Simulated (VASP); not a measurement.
Write the native input for VASP 6.6.1 that does the following.

| Property | Result |
| --- | --- |
| Task | single point |
| Functional | r2SCAN |
| Potentials or basis | VASP PAW PBE potentials, release 64 (Bi_d) |
| Cutoff | 550 eV |
| k mesh | 18 × 18 × 18 |
| Occupations | fermi-dirac, width 0.1 eV |
| Spin | no spin polarisation |
| Dipole correction | no |
| Further INCAR settings | ALGO = Normal; EDIFF = 1e-06; NBANDS = 14 |

Crystal: Bi.

```
Bi
1.0
    -1.98369    1.98369    1.98369
     1.98369   -1.98369    1.98369
     1.98369    1.98369   -1.98369
Bi
1
Cartesian
  0.0000 0.0000 0.0000
```

The input as run:

POSCAR

```
Bi
1.0
   -1.9836869844      1.9836869844      1.9836869844
    1.9836869844     -1.9836869844      1.9836869844
    1.9836869844      1.9836869844     -1.9836869844
Bi
1
Direct
    0.0000000000      0.0000000000      0.0000000000
```

INCAR.step1

```
SYSTEM = Bi
PREC     = Accurate       ! precision mode
ENCUT    = 550            ! plane-wave cutoff, eV
ISMEAR   = -1             ! smearing method
SIGMA    = 0.1            ! smearing width, eV
LREAL    = .FALSE.        ! projectors in reciprocal space
LASPH    = .TRUE.         ! aspherical terms in the spheres
NELM     = 120            ! most SCF steps
NBANDS   = 14             ! bands
GGA      = PE             ! functional
ALGO     = Normal         ! electronic algorithm
EDIFF    = 1E-5           ! SCF threshold, eV
LWAVE    = .TRUE.         ! write WAVECAR
LCHARG   = .FALSE.        ! write CHGCAR
GGA_COMPAT= .FALSE.
```

INCAR.step2

```
SYSTEM = Bi
PREC     = Accurate       ! precision mode
ENCUT    = 550            ! plane-wave cutoff, eV
EDIFF    = 1E-6           ! SCF threshold, eV
ISMEAR   = -1             ! smearing method
SIGMA    = 0.1            ! smearing width, eV
LREAL    = .FALSE.        ! projectors in reciprocal space
LASPH    = .TRUE.         ! aspherical terms in the spheres
NELM     = 120            ! most SCF steps
ALGO     = Normal         ! electronic algorithm
ISIF     = 2              ! what is computed and relaxed
LWAVE    = .FALSE.        ! write WAVECAR
LCHARG   = .FALSE.        ! write CHGCAR
METAGGA  = R2SCAN         ! meta-GGA
LMIXTAU  = .TRUE.       
NBANDS   = 14             ! bands
ISTART   = 1            
GGA_COMPAT= .FALSE.
```

KPOINTS

```
regular mesh
0
G
  18 18 18
  0 0 0
```

Potentials or basis: VASP PAW PBE potentials, release 64 (Bi_d).

Command:

```bash
$ cat potpaw_PBE.64/Bi_d/POTCAR > POTCAR
$ cp INCAR.step1 INCAR
$ mpirun -np 1 vasp_std > vasp.out
$ cp INCAR.step2 INCAR
$ mpirun -np 1 vasp_std > vasp.out
```

Results of the run:

The pressure is -0.1 GPa.

Caveat: the PAW data sets were made with another functional, which shifts forces and pressure a little.

Run time: 4.5 min on 1 thread of Intel(R) Xeon(R) 6975P-C (Granite Rapids) (shared host), peak memory 0.23 GiB.
